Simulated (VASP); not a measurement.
# SiC (P6_3mc) in VASP: settings compared, part 2 of 2

VASP 6.6.1. Earlier steps stand in the parts before.

## (5) Single point, r2SCAN (9.71 Å³/atom)

This run uses another cell than the first one, of 9.71 Å³/atom.

Input file POSCAR:

```
SiC
1.0
    3.0147299032      0.0000000000      0.0000000000
   -1.5073649516      2.6108326817      0.0000000000
    0.0000000000      0.0000000000      9.8710158170
Si C
4 4
Direct
    0.6666666667      0.3333333333      0.9378415250
    0.3333333333      0.6666666667      0.4378415250
    0.0000000000      0.0000000000      0.6878903876
    0.0000000000      0.0000000000      0.1878903876
    0.6666666667      0.3333333333      0.7498007830
    0.3333333333      0.6666666667      0.2498007830
    0.0000000000      0.0000000000      0.5004663044
    0.0000000000      0.0000000000      0.0004663044
```

Input file INCAR.step1:

```
PREC     = Accurate       # precision mode
ENCUT    = 520            # plane-wave cutoff, eV
ISMEAR   = 0              # smearing method
SIGMA    = 0.01           # smearing width, eV
LREAL    = F              # projectors in reciprocal space
LASPH    = T              # aspherical terms in the spheres
NELM     = 100            # most SCF steps
NBANDS   = 26             # bands
GGA      = PE             # functional
ALGO     = Normal         # electronic algorithm
EDIFF    = 1E-4           # SCF threshold, eV
LWAVE    = T              # write WAVECAR
LCHARG   = F              # write CHGCAR
```

Input file INCAR.step2:

```
PREC     = Accurate       # precision mode
ENCUT    = 520            # plane-wave cutoff, eV
EDIFF    = 1E-6           # SCF threshold, eV
ISMEAR   = 0              # smearing method
SIGMA    = 0.01           # smearing width, eV
LREAL    = F              # projectors in reciprocal space
LASPH    = T              # aspherical terms in the spheres
NELM     = 100            # most SCF steps
ALGO     = Normal         # electronic algorithm
ISIF     = 2              # what is computed and relaxed
LWAVE    = F              # write WAVECAR
LCHARG   = F              # write CHGCAR
METAGGA  = R2SCAN         # meta-GGA
LMIXTAU  = T            
NBANDS   = 26             # bands
ISTART   = 1
```

Input file KPOINTS:

```
Automatic mesh
0
Gamma
  9 9 2
```

Potentials or basis: VASP PAW PBE potentials, release 64 (Si, C).

Run with:

```sh
$ cat potpaw_PBE.64/Si/POTCAR potpaw_PBE.64/C/POTCAR > POTCAR
$ cp INCAR.step1 INCAR
$ mpirun -np 1 vasp_std > vasp.out
$ cp INCAR.step2 INCAR
$ mpirun -np 1 vasp_std > vasp.out
```

OUTCAR:

```text
PREC = Accurate
   ENCUT = 520
   EDIFF = 1E-6
   ISMEAR = 0
   LREAL = F
   LASPH = T
   NELM = 100
   ISIF = 2
   METAGGA = R2SCAN
   ISTART = 1

 ion  position               nearest neighbor table
   1  0.667  0.333  0.938-   8 1.85   8 1.85   8 1.85   5 1.86   3 3.02   3 3.02   3 3.02   4 3.02
                             4 3.02   4 3.02
   2  0.333  0.667  0.438-   7 1.85   7 1.85   7 1.85   6 1.86   4 3.02   4 3.02   4 3.02   3 3.02
                             3 3.02   3 3.02
   3  0.000  0.000  0.688-   5 1.84   5 1.84   5 1.84   7 1.85   1 3.02   1 3.02   1 3.02   2 3.02
                             2 3.02   2 3.02
   4  0.000  0.000  0.188-   6 1.84   6 1.84   6 1.84   8 1.85   2 3.02   2 3.02   2 3.02   1 3.02
                             1 3.02   1 3.02
   5  0.667  0.333  0.750-   3 1.84   3 1.84   3 1.84   1 1.86
   6  0.333  0.667  0.250-   4 1.84   4 1.84   4 1.84   2 1.86
   7  0.000  0.000  0.500-   2 1.85   2 1.85   2 1.85   3 1.85
   8  0.000  0.000  0.000-   1 1.85   1 1.85   1 1.85   4 1.85

  LATTYP: Found a hexagonal cell.
 ALAT       =     3.0147299032
 C/A-ratio  =     3.2742620845

  Lattice vectors:

 A1 = (   3.0147299032,   0.0000000000,   0.0000000000)
 A2 = (  -1.5073649516,   2.6108326817,   0.0000000000)
 A3 = (   0.0000000000,   0.0000000000,   9.8710158170)

Analysis of symmetry for initial positions (statically):
=====================================================================
 Subroutine PRICEL returns:
 Original cell was already a primitive cell.

 Routine SETGRP: Setting up the symmetry group for a
 hexagonal supercell.

 Subroutine GETGRP returns: Found 12 space group operations
 (whereof  6 operations were pure point group operations)
 out of a pool of 24 trial point group operations.

The static configuration has the point symmetry C_3v.
 The point group associated with its full space group is C_6v.

Analysis of symmetry for dynamics (positions and initial velocities):
=====================================================================
 Subroutine PRICEL returns:
 Original cell was already a primitive cell.

 Routine SETGRP: Setting up the symmetry group for a
 hexagonal supercell.

 Subroutine GETGRP returns: Found 12 space group operations
 (whereof  6 operations were pure point group operations)
 out of a pool of 24 trial point group operations.

The dynamic configuration has the point symmetry C_3v.
 The point group associated with its full space group is C_6v.

 Subroutine INISYM returns: Found 12 space group operations
 (whereof  6 operations are pure point group operations),
 and found     1 'primitive' translations

----------------------------------------------------------------------------------------

                                     Primitive cell

  volume of cell :      77.6943

  direct lattice vectors                    reciprocal lattice vectors
     3.014729903  0.000000000  0.000000000     0.331704674  0.191509783  0.000000000
    -1.507364952  2.610832682  0.000000000     0.000000000  0.383019566  0.000000000
     0.000000000  0.000000000  9.871015817     0.000000000  0.000000000  0.101306696

  length of vectors
[... 54 lines left out ...]
  0.333333  0.000000  0.000000      6.000000
  0.444444  0.000000  0.000000      6.000000
  0.111111  0.111111  0.000000      6.000000
[... 16 lines left out ...]
  0.333333  0.222222  0.500000     12.000000
  0.333333  0.333333  0.500000      2.000000
   k-points           NKPTS =     24   k-points in BZ     NKDIM =     24   number of bands    NBANDS=     26
   number of dos      NEDOS =    301   number of ions     NIONS =      8
   total plane-waves  NPLWV =  46080
   dimension x,y,z NGX =    24 NGY =   24 NGZ =   80
   dimension x,y,z NGXF=    48 NGYF=   48 NGZF=  160
   ions per type =               4   4
   NGX,Y,Z   is equivalent  to a cutoff of  13.23, 13.23, 13.47 a.u.
   NGXF,Y,Z  is equivalent  to a cutoff of  26.47, 26.47, 26.95 a.u.
 SYSTEM =  unknown system
   PREC   = accura    normal or accurate (medium, high low for compatibility)
   ISTART =      1    job   : 0-new  1-cont  2-samecut
   ICHARG =      0    charge: 1-file 2-atom 10-const
   ISPIN  =      1    spin polarized calculation?
   LNONCOLLINEAR =      F non collinear calculations
   LSORBIT =      F    spin-orbit coupling
   LASPH  =      T    aspherical Exc in radial PAW
   ENCUT  =  520.0 eV  38.22 Ry    6.18 a.u.   5.61  5.61 18.35*2*pi/ulx,y,z
   NELM   =    100;   NELMIN=  2; NELMDL=  0     # of ELM steps
   EDIFF  = 0.1E-05   stopping-criterion for ELM
   LREAL  =      F    real-space projection
   EDIFFG = 0.1E-04   stopping-criterion for IOM
   NSW    =      0    number of steps for IOM
   IBRION =     -1    ionic relax: 0-MD 1-quasi-New 2-CG
   NFREE  =      0    steps in history (QN), initial steepest desc. (CG)
   ISIF   =      2    stress and relaxation
   ISYM   =      2    0-nonsym 1-usesym 2-fastsym
   POTIM  = 0.5000    time-step for ionic-motion
   TEBEG  =    0.0;   TEEND  =   0.0 temperature during run
   PSTRESS=    0.0 pullay stress
   NELECT =      32.0000    total number of electrons
   NUPDOWN=      -1.0000    fix difference up-down
   EMIN   =  10.00;   EMAX   =-10.00  energy-range for DOS
   EFERMI =   0.00;   METHOD = LEGACY
   ISMEAR =     0;   SIGMA  =   0.01  broadening in eV -4-tet -1-fermi 0-gaus
   EFERMI_NEDOS =   21; number of points for ismear=-14 and -15
   IALGO  =     38    algorithm
   IMIX   =      4    mixing-type and parameters
     AMIX     =   0.40;   BMIX     =  1.00
     AMIX_MAG =   1.60;   BMIX_MAG =  1.00
  volume/ion in A,a.u.               =       9.71        65.54
  Fermi-wavevector in a.u.,A,eV,Ry     =   1.218040  2.301763 20.185911  1.483623
  Thomas-Fermi vector in A             =   2.353340
   LORBIT       =      0    0 simple, 1 ext, 2 COOP (PROOUT), +10 PAW based schemes
   METAGGA = R2SCAN    functional components
   LHFCALC =     F    Hartree Fock is set to
   AEXX    =    0.0000 exact exchange contribution
   IVDW    =     0    specifies the selected vdW correction
   LEPSILON=     F    determine dielectric tensor
   LRPA    =     F    only Hartree local field effects (RPA)
 non-spin polarized calculation
 Gauss-broadening in eV      SIGMA  =   0.01
  energy-cutoff  :      520.00
  volume of cell :       77.69
 maximum number of plane-waves:      2137
 NGX is ok and might be reduce to    24
   NGX = 11   NGY = 11   NGZ = 37

 number of electron      31.9999999 magnetization

 Free energy of the ion-electron system (eV)
  ---------------------------------------------------
  ext. energy  EPLUGINS =         0.00000000
  ---------------------------------------------------
  free energy    TOTEN  =       -77.07794636 eV

  energy without entropy =      -77.07794636  energy(sigma->0) =      -77.07794636

 E-fermi :   8.8568     XC(G=0): -12.2168

 val. band max:        8.7785876521   @ k =   0.0000   0.0000   0.0000
 cond. band min:      11.5426814142   @ k =   0.4444   0.0000   0.0000
 fundamental gap:      2.7640937622
 Fermi energy:         8.8568265687

 k-point     1 :       0.0000    0.0000    0.0000
  band No.  band energies     occupation
      1      -7.9982      2.00000
      2      -6.7193      2.00000
      3      -6.6758      2.00000
      4      -4.1312      2.00000
      5      -0.4822      2.00000
      6       4.0908      2.00000
[... 685 lines left out ...]
     25      20.6150      0.00000
     26      20.6265      0.00000

------------------------ aborting loop because EDIFF is reached ----------------------------------------

  FORCE on cell =-STRESS in cart. coord.  units (eV):
  Direction    XX          YY          ZZ          XY          YZ          ZX
  --------------------------------------------------------------------------------------
  -------------------------------------------------------------------------------------
  Total        7.6204163      7.6204163      7.4963441      0.0000000      0.0000000     -0.0000000
  in kB      157.1447892    157.1447892    154.5862268      0.0000000      0.0000000     -0.0000000
  external PRESSURE =     156.2919351 kB  Pullay stress =       0.0000000 kB

 VOLUME and BASIS-vectors are now :
 -----------------------------------------------------------------------------
  energy-cutoff  :      520.00
  volume of cell :       77.69
      direct lattice vectors                 reciprocal lattice vectors
     3.014729903  0.000000000  0.000000000     0.331704674  0.191509783  0.000000000
    -1.507364952  2.610832682  0.000000000     0.000000000  0.383019566  0.000000000
     0.000000000  0.000000000  9.871015817     0.000000000  0.000000000  0.101306696

 POSITION                                       TOTAL-FORCE (eV/Angst)
 -----------------------------------------------------------------------------------
      1.50736      0.87028      9.25745         0.000000     -0.000000     -0.021195
     -0.00000      1.74056      4.32194         0.000000      0.000000     -0.021195
      0.00000      0.00000      6.79018         0.000000     -0.000000      0.011195
      0.00000      0.00000      1.85467        -0.000000      0.000000      0.011195
      1.50736      0.87028      7.40130         0.000000     -0.000000      0.010795
     -0.00000      1.74056      2.46579        -0.000000     -0.000000      0.010795
      0.00000      0.00000      4.94011         0.000000     -0.000000     -0.000795
      0.00000      0.00000      0.00460         0.000000     -0.000000     -0.000795
 -----------------------------------------------------------------------------------
    total drift:                               -0.000000     -0.000000     -0.000248

  FREE ENERGIE OF THE ION-ELECTRON SYSTEM (eV)
  ---------------------------------------------------
  free  energy   TOTEN  =       -77.0779463645 eV

  energy  without entropy=      -77.0779463645  energy(sigma->0) =      -77.07794636
```

Run time: 2.5 min. Hardware: 1 thread of Intel Xeon Platinum 8259CL at 2.50GHz (Skylake/Cascade Lake), shared host; peak memory 0.22 GiB.

Results:

| Quantity | Value |
| --- | --- |
| Free energy | -77.0779 eV |
| Pressure | 15.6 GPa |
| Largest force | 0.021 eV/Å |
| Band gap on the k mesh | 2.76 eV (least direct gap 3.92 eV) |

Forces in eV/Å, atoms in the order of the input:
```
Si   0.000  0.000 -0.021
Si   0.000  0.000 -0.021
Si   0.000  0.000  0.011
Si   0.000  0.000  0.011
C    0.000  0.000  0.011
C    0.000  0.000  0.011
C    0.000  0.000 -0.001
C    0.000  0.000 -0.001
```

Stress tensor (GPa, compression positive):
```
15.71  0.00  0.00
 0.00 15.71  0.00
 0.00  0.00 15.46
```

Caveat: the cell stands under pressure; the PAW data sets were made with another functional, which shifts forces and pressure a little. A k mesh can miss the band edges.

## (6) Single point, r2SCAN (10.02 Å³/atom)

This run uses another cell than the first one, of 10.02 Å³/atom.

Changes to POSCAR since step 5:

```diff
@@ -2,5 +2,5 @@
 1.0
-    3.0147299032      0.0000000000      0.0000000000
-   -1.5073649516      2.6108326817      0.0000000000
-    0.0000000000      0.0000000000      9.8710158170
+    3.0464662344      0.0000000000      0.0000000000
+   -1.5232331172      2.6383171507      0.0000000000
+    0.0000000000      0.0000000000      9.9749288829
 Si C
```

Input file INCAR.step1:

```
PREC = Accurate
ENCUT = 520
ISMEAR = 0
SIGMA = 0.01
LREAL = F
LASPH = T
NELM = 60
NBANDS = 26
GGA = PE
ALGO = Normal
EDIFF = 1E-4
LWAVE = T
LCHARG = F
```

Input file INCAR.step2:

```
PREC = Accurate
ENCUT = 520
EDIFF = 1E-6
ISMEAR = 0
SIGMA = 0.01
LREAL = F
LASPH = T
NELM = 60
ALGO = Normal
ISIF = 2
LWAVE = F
LCHARG = F
METAGGA = R2SCAN
LMIXTAU = T
NBANDS = 26
ISTART = 1
```

Input file KPOINTS:

```
regular mesh
0
Gamma
  9 9 2
```

Potentials or basis: VASP PAW PBE potentials, release 64 (Si, C).

Run with:

```sh
$ cat potpaw_PBE.64/Si/POTCAR potpaw_PBE.64/C/POTCAR > POTCAR
$ cp INCAR.step1 INCAR
$ mpirun -np 1 vasp_std > vasp.out
$ cp INCAR.step2 INCAR
$ mpirun -np 1 vasp_std > vasp.out
```

OUTCAR:

```text
PREC = Accurate
   ENCUT = 520
   EDIFF = 1E-6
   ISMEAR = 0
   LREAL = F
   LASPH = T
   NELM = 60
   ISIF = 2
   METAGGA = R2SCAN
   ISTART = 1

 ion  position               nearest neighbor table
   1  0.667  0.333  0.938-   8 1.87   8 1.87   8 1.87   5 1.88   3 3.05   3 3.05   3 3.05   4 3.05
                             4 3.05   4 3.05
   2  0.333  0.667  0.438-   7 1.87   7 1.87   7 1.87   6 1.88   4 3.05   4 3.05   4 3.05   3 3.05
                             3 3.05   3 3.05
   3  0.000  0.000  0.688-   5 1.86   5 1.86   5 1.86   7 1.87   1 3.05   1 3.05   1 3.05   2 3.05
                             2 3.05   2 3.05
   4  0.000  0.000  0.188-   6 1.86   6 1.86   6 1.86   8 1.87   2 3.05   2 3.05   2 3.05   1 3.05
                             1 3.05   1 3.05
   5  0.667  0.333  0.750-   3 1.86   3 1.86   3 1.86   1 1.88
   6  0.333  0.667  0.250-   4 1.86   4 1.86   4 1.86   2 1.88
   7  0.000  0.000  0.500-   2 1.87   2 1.87   2 1.87   3 1.87
   8  0.000  0.000  0.000-   1 1.87   1 1.87   1 1.87   4 1.87

  LATTYP: Found a hexagonal cell.
 ALAT       =     3.0464662344
 C/A-ratio  =     3.2742620845

  Lattice vectors:

 A1 = (   3.0464662344,   0.0000000000,   0.0000000000)
[... 200 lines left out ...]
      1      -8.1035      2.00000
      2      -6.8558      2.00000
      3      -6.8151      2.00000
      4      -4.3583      2.00000
      5      -0.6640      2.00000
      6       3.7881      2.00000
[... 685 lines left out ...]
     25      19.8832      0.00000
     26      19.8833      0.00000

------------------------ aborting loop because EDIFF is reached ----------------------------------------

  FORCE on cell =-STRESS in cart. coord.  units (eV):
  Direction    XX          YY          ZZ          XY          YZ          ZX
  --------------------------------------------------------------------------------------
  -------------------------------------------------------------------------------------
  Total        3.5953918      3.5953918      3.5379467      0.0000000     -0.0000000      0.0000000
  in kB       71.8494790     71.8494790     70.7015099      0.0000000     -0.0000000      0.0000000
  external PRESSURE =      71.4668226 kB  Pullay stress =       0.0000000 kB

 VOLUME and BASIS-vectors are now :
 -----------------------------------------------------------------------------
  energy-cutoff  :      520.00
  volume of cell :       80.17
      direct lattice vectors                 reciprocal lattice vectors
     3.046466234  0.000000000  0.000000000     0.328249166  0.189514744  0.000000000
    -1.523233117  2.638317151  0.000000000     0.000000000  0.379029488  0.000000000
     0.000000000  0.000000000  9.974928883     0.000000000  0.000000000  0.100251341

 POSITION                                       TOTAL-FORCE (eV/Angst)
 -----------------------------------------------------------------------------------
      1.52323      0.87944      9.35490         0.000000     -0.000000     -0.009107
     -0.00000      1.75888      4.36744        -0.000000      0.000000     -0.009107
      0.00000      0.00000      6.86166        -0.000000      0.000000      0.004242
      0.00000      0.00000      1.87419         0.000000     -0.000000      0.004242
      1.52323      0.87944      7.47921         0.000000     -0.000000      0.005216
     -0.00000      1.75888      2.49175         0.000000     -0.000000      0.005216
      0.00000      0.00000      4.99212         0.000000     -0.000000     -0.000352
      0.00000      0.00000      0.00465         0.000000     -0.000000     -0.000352
 -----------------------------------------------------------------------------------
    total drift:                               -0.000000     -0.000000     -0.000216

  FREE ENERGIE OF THE ION-ELECTRON SYSTEM (eV)
  ---------------------------------------------------
  free  energy   TOTEN  =       -77.2534248015 eV

  energy  without entropy=      -77.2534248015  energy(sigma->0) =      -77.25342480
```

Wall time 2.7 min (1 thread of Intel Xeon Platinum 8259CL at 2.50GHz (Skylake/Cascade Lake), shared host); peak memory 0.22 GiB.

What came out:

| Quantity | Value |
| --- | --- |
| Free energy | -77.2534 eV |
| Pressure | 7.1 GPa |
| Largest force | 0.009 eV/Å |
| Band gap on the k mesh | 2.75 eV (least direct gap 3.90 eV) |

Forces on the atoms (eV/Å):
```
Si   0.000  0.000 -0.009
Si   0.000  0.000 -0.009
Si   0.000  0.000  0.004
Si   0.000  0.000  0.004
C    0.000  0.000  0.005
C    0.000  0.000  0.005
C    0.000  0.000  0.000
C    0.000  0.000  0.000
```

Caveat: the cell stands under pressure; the PAW data sets were made with another functional, which shifts forces and pressure a little. A k mesh can miss the band edges.

## (7) The runs side by side

| level | cell | gap on the mesh (eV) | pressure (GPa) | largest force (eV/Å) |
| --- | --- | --- | --- | --- |
| PBE | a = 3.094, b = 3.094, c = 10.130 Å, angles 90.0, 90.0, 120.0°, 8 atoms | 2.33 | 0.0 | - |
| PBE | a = 3.125, b = 3.125, c = 10.230 Å, angles 90.0, 90.0, 120.0°, 8 atoms | 2.32 | -6.0 | 0.01 |
| PBE | a = 3.155, b = 3.155, c = 10.328 Å, angles 90.0, 90.0, 120.0°, 8 atoms | 2.30 | -11.1 | 0.02 |
| r2SCAN | a = 3.015, b = 3.015, c = 9.871 Å, angles 90.0, 90.0, 120.0°, 8 atoms | 2.76 | 15.6 | 0.02 |
| r2SCAN | a = 3.046, b = 3.046, c = 9.975 Å, angles 90.0, 90.0, 120.0°, 8 atoms | 2.75 | 7.1 | 0.01 |

Alike in all rows: task single point; potentials or basis VASP PAW PBE potentials, release 64 (Si, C); no spin polarisation; k mesh 9 × 9 × 2; cutoff (eV) 520; smearing gaussian 0.01 eV.

Caveats: the cell stands under tension (at least some runs); the cell stands under pressure (at least some runs); the PAW data sets were made with another functional, which shifts forces and pressure a little (at least some runs).

Total energies depend on the potentials used, so only differences within one code and one set of settings carry meaning.
